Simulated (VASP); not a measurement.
The system is Nb.

```
Nb
1.0
    -1.67497    1.67497    1.67497
     1.67497   -1.67497    1.67497
     1.67497    1.67497   -1.67497
Nb
1
Direct
  0.00000 0.00000 0.00000
```

This cell differs from its parent crystal: volume scaled by 1.02.

Program: VASP 6.6.1. Alike in all runs: task single point; no spin polarisation; cell as given; k mesh 11 × 11 × 11; smearing fermi-dirac 0.05 eV.

Task: Order these runs on this cell by their pressure, lowest first.
A. level PBE; potentials or basis VASP PAW PBE potentials, release 64 (Nb_sv); cutoff (eV) 520
B. level PBEsol; potentials or basis VASP PAW PBE potentials, release 64 (Nb_sv); cutoff (eV) 500
C. level RPBE+D4; potentials or basis VASP PAW PBE potentials, release 64 (Nb_sv); cutoff (eV) 500
D. level LDA; potentials or basis VASP PAW LDA potentials, release 64 (Nb_sv); cutoff (eV) 500

Result: D (-14.5 GPa), B (-11.1 GPa), C (-7.4 GPa), A (-5.5 GPa).

Caveats: the PAW data sets were made with another functional, which shifts forces and pressure a little (some runs); pairwise dispersion overbinds metals, which lowers pressure and volume (some runs).
